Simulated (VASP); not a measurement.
Write the native input for VASP 6.6.1 that does the following.

```yaml
Task: single point
Functional: PBEsol
Potentials_or_basis: VASP PAW PBE potentials, release 64 (Al, Cu)
Cutoff: 520 eV
k_mesh: 12 × 12 × 8
Occupations: gaussian, width 0.1 eV
Spin: no spin polarisation
Dipole_correction: no
Further_INCAR_settings: ALGO = Fast; EDIFF = 1e-06; NBANDS = 24
```

The structure of Al3Cu2 lies in POSCAR:

```
Al3Cu2
1.0
    4.0919516368      0.0000000000      0.0000000000
   -2.0459758184      3.5437340685      0.0000000000
    0.0000000000      0.0000000000      4.9927787000
Al Cu
3 2
Direct
    0.0000000000      0.0000000000      0.0000000000
    0.3333333333      0.6666666667      0.3499253500
    0.6666666667      0.3333333333      0.6500746500
    0.3333333333      0.6666666667      0.8395121300
    0.6666666667      0.3333333333      0.1604878700
```

These files were run (other wordings do the same):

INCAR

```
SYSTEM = Al3Cu2
ALGO     = Fast           ! electronic algorithm
EDIFF    = 1E-6           ! SCF threshold, eV
ENCUT    = 520            ! plane-wave cutoff, eV
GGA      = PS             ! functional
ISIF     = 2              ! what is computed and relaxed
ISMEAR   = 0              ! smearing method
LASPH    = .TRUE.         ! aspherical terms in the spheres
LCHARG   = .FALSE.        ! write CHGCAR
LREAL    = .FALSE.        ! projectors in reciprocal space
LWAVE    = .FALSE.        ! write WAVECAR
NBANDS   = 24             ! bands
NELM     = 100            ! most SCF steps
PREC     = Accurate       ! precision mode
SIGMA    = 0.1            ! smearing width, eV
```

KPOINTS

```
k-points
0
G
  12 12 8
  0 0 0
```

Potentials or basis: VASP PAW PBE potentials, release 64 (Al, Cu).

Launch:

```console
$ cat potpaw_PBE.64/Al/POTCAR potpaw_PBE.64/Cu/POTCAR > POTCAR
$ mpirun -np 1 vasp_std > vasp.out
```

Results of the run:

| Quantity | Value |
| --- | --- |
| Pressure | 0.5 GPa |
| Largest force | 0.061 eV/Å |

Caveat: the PAW data sets were made with another functional, which shifts forces and pressure a little.

Run time: 2.6 min on 1 thread of Intel(R) Xeon(R) 6975P-C (Granite Rapids), with other jobs on the host, peak memory 0.32 GiB.
